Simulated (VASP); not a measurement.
# Ta2C (I4/mcm) in VASP: notebook

Ta2C is run at these levels: PBEsol; tasks: single point.

Program: VASP 6.6.1. These are calculated values, not measurements. Logs are shortened: lines on timing, memory, paths and dates and some standing lists are left out, and cuts for length are marked.

**1. The cell of the first run**

The structure is tetragonal, space group I4/mcm (No. 140). Conventional cell: a = 5.485 Å, b = 5.485 Å, c = 5.070 Å, α = 90.00°, β = 90.00°, γ = 90.00°. Ta (site symmetry m2m) has 4 C at 2.39 Å and 11 Ta at 2.71 to 3.18 Å within 3.2 Å. Within 3.2 Å of C (site symmetry 422) lie 8 Ta at 2.39 Å and 2 C at 2.53 Å.

**2. Single point, PBEsol**

Contents of INCAR:

```
SYSTEM = Ta2C
PREC     = Accurate       ! precision mode
ENCUT    = 520            ! plane-wave cutoff, eV
EDIFF    = 1E-6           ! SCF threshold, eV
ISMEAR   = 0              ! smearing method
SIGMA    = 0.1            ! smearing width, eV
LREAL    = .FALSE.        ! projectors in reciprocal space
LASPH    = .TRUE.         ! aspherical terms in the spheres
NELM     = 100            ! most SCF steps
ALGO     = Normal         ! electronic algorithm
ISIF     = 2              ! what is computed and relaxed
LWAVE    = .FALSE.        ! write WAVECAR
LCHARG   = .FALSE.        ! write CHGCAR
GGA      = PS             ! functional
NBANDS   = 35             ! bands
```

Contents of KPOINTS:

```
regular mesh
0
G
  10 10 10
  0 0 0
```

Contents of POSCAR:

```
Ta2C
1.0
   -2.7425596070      2.7425596070      2.5348427675
    2.7425596070     -2.7425596070      2.5348427675
    2.7425596070      2.7425596070     -2.5348427675
Ta C
4 2
Direct
    0.6747540553      0.8252459447      0.5000000000
    0.8252459447      0.3252459447      0.1504918895
    0.3252459447      0.1747540553      0.5000000000
    0.1747540553      0.6747540553      0.8495081105
    0.2500000000      0.2500000000      0.0000000000
    0.7500000000      0.7500000000      0.0000000000
```

Potentials or basis: VASP PAW PBE potentials, release 64 (Ta_pv, C).

Started as:

```console
$ cat potpaw_PBE.64/Ta_pv/POTCAR potpaw_PBE.64/C/POTCAR > POTCAR
$ mpirun -np 1 vasp_std > vasp.out
```

OUTCAR:

```text
SYSTEM = Ta2C
   PREC = Accurate
   ENCUT = 520
   EDIFF = 1E-6
   ISMEAR = 0
   LREAL = .FALSE.
   LASPH = .TRUE.
   NELM = 100
   ISIF = 2
   GGA = PS

 ion  position               nearest neighbor table
   1  0.675  0.825  0.500-   5 2.39   6 2.39   6 2.39   5 2.39   3 2.71   3 2.79   3 2.79   4 2.86
                             2 2.86   2 2.86   4 2.86   4 3.18   2 3.18   4 3.18   2 3.18
   2  0.825  0.325  0.150-   6 2.39   5 2.39   5 2.39   6 2.39   4 2.71   4 2.79   4 2.79   1 2.86
                             3 2.86   3 2.86   1 2.86   3 3.18   1 3.18   3 3.18   1 3.18
   3  0.325  0.175  0.500-   6 2.39   5 2.39   5 2.39   6 2.39   1 2.71   1 2.79   1 2.79   2 2.86
                             4 2.86   4 2.86   2 2.86   2 3.18   4 3.18   4 3.18   2 3.18
   4  0.175  0.675  0.850-   6 2.39   5 2.39   5 2.39   6 2.39   2 2.71   2 2.79   2 2.79   3 2.86
                             1 2.86   1 2.86   3 2.86   3 3.18   1 3.18   1 3.18   3 3.18
   5  0.250  0.250  0.000-   2 2.39   4 2.39   3 2.39   3 2.39   1 2.39   1 2.39   4 2.39   2 2.39

   6  0.750  0.750  0.000-   2 2.39   4 2.39   1 2.39   1 2.39   3 2.39   3 2.39   4 2.39   2 2.39

  LATTYP: Found a body centered tetragonal cell.
 ALAT       =     5.4851192140
 C/A-ratio  =     0.9242616864

  Lattice vectors:

 A1 = (  -2.7425596070,   2.7425596070,   2.5348427675)
 A2 = (   2.7425596070,  -2.7425596070,   2.5348427675)
 A3 = (   2.7425596070,   2.7425596070,  -2.5348427675)

Analysis of symmetry for initial positions (statically):
=====================================================================
 Subroutine PRICEL returns:
 Original cell was already a primitive cell.

 Routine SETGRP: Setting up the symmetry group for a
 body centered tetragonal supercell.

 Subroutine GETGRP returns: Found 16 space group operations
 (whereof  8 operations were pure point group operations)
 out of a pool of 16 trial point group operations.

The static configuration has the point symmetry C_4h.
 The point group associated with its full space group is D_4h.

Analysis of symmetry for dynamics (positions and initial velocities):
=====================================================================
 Subroutine PRICEL returns:
 Original cell was already a primitive cell.

 Routine SETGRP: Setting up the symmetry group for a
 body centered tetragonal supercell.

 Subroutine GETGRP returns: Found 16 space group operations
 (whereof  8 operations were pure point group operations)
 out of a pool of 16 trial point group operations.

The dynamic configuration has the point symmetry C_4h.
 The point group associated with its full space group is D_4h.

 Subroutine INISYM returns: Found 16 space group operations
 (whereof  8 operations are pure point group operations),
 and found     1 'primitive' translations
[... 110 lines left out ...]
   ISYM   =      2    0-nonsym 1-usesym 2-fastsym
   POTIM  = 0.5000    time-step for ionic-motion
   TEBEG  =    0.0;   TEEND  =   0.0 temperature during run
   PSTRESS=    0.0 pullay stress
   NELECT =      52.0000    total number of electrons
   NUPDOWN=      -1.0000    fix difference up-down
   EMIN   =  10.00;   EMAX   =-10.00  energy-range for DOS
   EFERMI =   0.00;   METHOD = LEGACY
   ISMEAR =     0;   SIGMA  =   0.10  broadening in eV -4-tet -1-fermi 0-gaus
   EFERMI_NEDOS =   21; number of points for ismear=-14 and -15
   IALGO  =     38    algorithm
   IMIX   =      4    mixing-type and parameters
     AMIX     =   0.40;   BMIX     =  1.00
     AMIX_MAG =   1.60;   BMIX_MAG =  1.00
  volume/ion in A,a.u.               =      12.71        85.78
  Fermi-wavevector in a.u.,A,eV,Ry     =   1.440903  2.722913 28.248454  2.076203
  Thomas-Fermi vector in A             =   2.559596
   LORBIT       =      0    0 simple, 1 ext, 2 COOP (PROOUT), +10 PAW based schemes
   GGA     = PS    functional components
   LHFCALC =     F    Hartree Fock is set to
   AEXX    =    0.0000 exact exchange contribution
   IVDW    =     0    specifies the selected vdW correction
   LEPSILON=     F    determine dielectric tensor
   LRPA    =     F    only Hartree local field effects (RPA)
 non-spin polarized calculation
 Gauss-broadening in eV      SIGMA  =   0.10
  energy-cutoff  :      520.00
  volume of cell :       76.26
 maximum number of plane-waves:      2082
   NGX = 17   NGY = 17   NGZ = 17

 number of electron      52.0000003 magnetization

 Free energy of the ion-electron system (eV)
  ---------------------------------------------------
  ext. energy  EPLUGINS =         0.00000000
  ---------------------------------------------------
  free energy    TOTEN  =       -70.62879235 eV

  energy without entropy =      -70.61515344  energy(sigma->0) =      -70.62197290

 E-fermi :   7.4325     XC(G=0): -13.3776

 val. band max:        7.4203149753   @ k =  -0.3000   0.3000   0.2000
 cond. band min:       7.4325944167   @ k =  -0.3000  -0.4000   0.3000
 fundamental gap:      0.0122794413
 Fermi energy:         7.4325415936

 k-point     1 :       0.0000    0.0000    0.0000
  band No.  band energies     occupation
      1     -27.3794      2.00000
      2     -27.2400      2.00000
      3     -27.2400      2.00000
      4     -27.1612      2.00000
      5     -27.1612      2.00000
      6     -27.1039      2.00000
[... 901 lines left out ...]
     34      11.7436      0.00000
     35      11.8697      0.00000

 [... further k-points ...]

------------------------ aborting loop because EDIFF is reached ----------------------------------------

  FORCE on cell =-STRESS in cart. coord.  units (eV):
  Direction    XX          YY          ZZ          XY          YZ          ZX
  --------------------------------------------------------------------------------------
  -------------------------------------------------------------------------------------
  Total        0.3107144      0.3107144      0.2406530      0.0000000      0.0000000      0.0000000
  in kB        6.5275283      6.5275283      5.0556702      0.0000000      0.0000000      0.0000000
  external PRESSURE =       6.0369089 kB  Pullay stress =       0.0000000 kB

 VOLUME and BASIS-vectors are now :
 -----------------------------------------------------------------------------
  energy-cutoff  :      520.00
  volume of cell :       76.26
      direct lattice vectors                 reciprocal lattice vectors
    -2.742559607  2.742559607  2.534842767     0.000000000  0.182311443  0.197250893
     2.742559607 -2.742559607  2.534842767     0.182311443  0.000000000  0.197250893
     2.742559607  2.742559607 -2.534842767     0.182311443  0.182311443  0.000000000

 POSITION                                       TOTAL-FORCE (eV/Angst)
 -----------------------------------------------------------------------------------
      1.78401      0.95855      2.53484         0.004895     -0.004895     -0.000000
     -0.95855      1.78401      2.53484         0.004895      0.004895      0.000000
      0.95855      1.78401      0.00000        -0.004895      0.004895     -0.000000
      3.70111      0.95855      0.00000        -0.004895     -0.004895     -0.000000
      0.00000      0.00000      1.26742         0.000000      0.000000     -0.000000
      0.00000      0.00000      3.80226         0.000000      0.000000     -0.000000
 -----------------------------------------------------------------------------------
    total drift:                                0.000000      0.000000     -0.000000

  FREE ENERGIE OF THE ION-ELECTRON SYSTEM (eV)
  ---------------------------------------------------
  free  energy   TOTEN  =       -70.6287923468 eV

  energy  without entropy=      -70.6151534443  energy(sigma->0) =      -70.62197290
```

OSZICAR:

```text
N       E                     dE             d eps       ncg     rms          rms(c)
DAV:   1     0.483405244114E+03    0.48341E+03   -0.28604E+04  7140   0.157E+03
DAV:   2    -0.495751188701E+02   -0.53298E+03   -0.51826E+03  7886   0.459E+02
DAV:   3    -0.749875448617E+02   -0.25412E+02   -0.24801E+02  8874   0.900E+01
DAV:   4    -0.755790180991E+02   -0.59147E+00   -0.58651E+00  8909   0.129E+01
DAV:   5    -0.755913979739E+02   -0.12380E-01   -0.12355E-01  9046   0.165E+00    0.382E+01
DAV:   6    -0.714933185434E+02    0.40981E+01   -0.27669E+01  9147   0.222E+01    0.187E+01
DAV:   7    -0.707506199215E+02    0.74270E+00   -0.34889E+00  8632   0.748E+00    0.105E+01
DAV:   8    -0.706514645959E+02    0.99155E-01   -0.63064E-01  8050   0.431E+00    0.941E-01
DAV:   9    -0.706292656242E+02    0.22199E-01   -0.10872E-01  8966   0.124E+00    0.359E-01
DAV:  10    -0.706288276237E+02    0.43800E-03   -0.10049E-02  8613   0.596E-01    0.697E-02
DAV:  11    -0.706287979873E+02    0.29636E-04   -0.50211E-04  9729   0.109E-01    0.366E-02
DAV:  12    -0.706287921368E+02    0.58505E-05   -0.67860E-05  8939   0.445E-02    0.910E-03
DAV:  13    -0.706287923468E+02   -0.21002E-06   -0.50984E-06  7575   0.144E-02
   1 F= -.70628792E+02 E0= -.70621973E+02  d E =-.136389E-01
```

stdout:

```text
POSCAR found type information on POSCAR TaC
 POSCAR found :  2 types and       6 ions
 scaLAPACK will be used
 -----------------------------------------------------------------------------
|                                                                             |
|                                                                             |
|     You enforced a specific xc type in the INCAR file but a different       |
|     I HOPE YOU KNOW WHAT YOU ARE DOING!                                     |
|                                                                             |
 -----------------------------------------------------------------------------

 LDA part: xc-table for (Slater+PW92), standard interpolation
 POSCAR, INCAR and KPOINTS ok, starting setup
 FFT: planning ... GRIDC
 FFT: planning ... GRID_SOFT
 FFT: planning ... GRID
 WAVECAR not read
 entering main loop
```

Wall time 2.2 min (1 thread of AMD EPYC 9R45 (Zen 5), shared host); peak memory 0.32 GiB.

Results:

- Free energy: -70.6288 eV
- Pressure: 0.6 GPa
- Largest force: 0.007 eV/Å
- Band gap on the k mesh: zero (bands 26 and 27 overlap by 0.84 eV)

Forces on the atoms (eV/Å):
```
Ta   0.005 -0.005  0.000
Ta   0.005  0.005  0.000
Ta  -0.005  0.005  0.000
Ta  -0.005 -0.005  0.000
C    0.000  0.000  0.000
C    0.000  0.000  0.000
```

Stress tensor (GPa, compression positive):
```
0.65 0.00 0.00
0.00 0.65 0.00
0.00 0.00 0.51
```

Caveat: the PAW data sets were made with another functional, which shifts forces and pressure a little; spin-orbit coupling is left out, which moves the levels of the heavy elements.

**3. Single point, PBEsol**

This run uses another cell than the first one: it holds 12 atoms, not 6.

Contents of INCAR:

```
SYSTEM = Ta2C
PREC = Accurate
ENCUT = 520
EDIFF = 1E-6
ISMEAR = 0
SIGMA = 0.1
LREAL = .FALSE.
LASPH = .TRUE.
NELM = 80
ALGO = Normal
ISIF = 2
LWAVE = .FALSE.
LCHARG = .FALSE.
GGA = PS
NBANDS = 64
```

Contents of KPOINTS:

```
regular mesh
0
G
  8 6 6
  0 0 0
```

Contents of POSCAR:

```
Ta2C
1.0
    0.0000000000      0.0000000000      5.0701552211
    5.4865097562      0.0000000000      0.0000000000
    0.0000000000      5.4865097562      0.0000000000
Ta C
8 4
Direct
    0.5000000000      0.3250223326      0.1749776674
    0.0000000000      0.8250223326      0.6749776674
    0.5000000000      0.8250223326      0.3250223326
    0.0000000000      0.3250223326      0.8250223326
    0.0000000000      0.1749776674      0.3250223326
    0.5000000000      0.6749776674      0.8250223326
    0.0000000000      0.6749776674      0.1749776674
    0.5000000000      0.1749776674      0.6749776674
    0.7500000000      0.5000000000      0.5000000000
    0.2500000000      0.0000000000      0.0000000000
    0.2500000000      0.5000000000      0.5000000000
    0.7500000000      0.0000000000      0.0000000000
```

Potentials or basis: VASP PAW PBE potentials, release 64 (Ta_pv, C).

Started as:

```console
$ cat potpaw_PBE.64/Ta_pv/POTCAR potpaw_PBE.64/C/POTCAR > POTCAR
$ mpirun -np 1 vasp_std > vasp.out
```

Wall time 4.4 min (1 thread of AMD EPYC 9R45 (Zen 5), shared host); peak memory 0.44 GiB.

It converged, with:

| Property | Result |
| --- | --- |
| Free energy | -141.2412 eV |
| Pressure | 0.6 GPa |
| Largest force | 0.007 eV/Å |
| Band gap on the k mesh | zero (bands 52 and 53 overlap by 0.70 eV) |

Forces in eV/Å, atoms in the order of the input:
```
Ta   0.005 -0.005  0.000
Ta   0.005 -0.005  0.000
Ta   0.005  0.005  0.000
Ta   0.005  0.005  0.000
Ta  -0.005  0.005  0.000
Ta  -0.005  0.005  0.000
Ta  -0.005 -0.005  0.000
Ta  -0.005 -0.005  0.000
C    0.000  0.000  0.000
C    0.000  0.000  0.000
C    0.000  0.000  0.000
C    0.000  0.000  0.000
```

Stress tensor (GPa, compression positive):
```
0.61 0.00 0.00
0.00 0.61 0.00
0.00 0.00 0.51
```

Levels at points of the mesh, in eV from the Fermi level:
```csv
k point,band 48,band 49,band 50,band 51,band 52,band 53,band 54,band 55,band 56,band 57
"(0.00, 0.00, 0.00)",-0.96,-0.76,-0.76,-0.45,-0.33,-0.22,-0.08,0.24,0.24,1.34
"(0.50, 0.00, 0.00)",-2.14,-0.70,-0.70,0.17,0.17,0.59,0.59,0.76,0.76,0.76
"(0.00, 0.50, 0.00)",-2.05,-0.45,-0.45,0.09,0.09,0.46,0.46,0.59,0.59,1.60
"(0.50, 0.50, 0.00)",-2.19,-0.94,-0.94,-0.94,-0.94,0.89,0.89,0.89,0.89,2.93
"(0.00, 0.50, 0.50)",-1.56,-1.17,-1.17,0.29,0.29,1.24,1.24,1.26,1.26,1.60
"(0.50, 0.50, 0.50)",-2.19,-1.48,-1.48,-1.48,-1.48,-0.12,-0.12,-0.12,-0.12,2.54
```

Caveat: the PAW data sets were made with another functional, which shifts forces and pressure a little; spin-orbit coupling is left out, which moves the levels of the heavy elements.
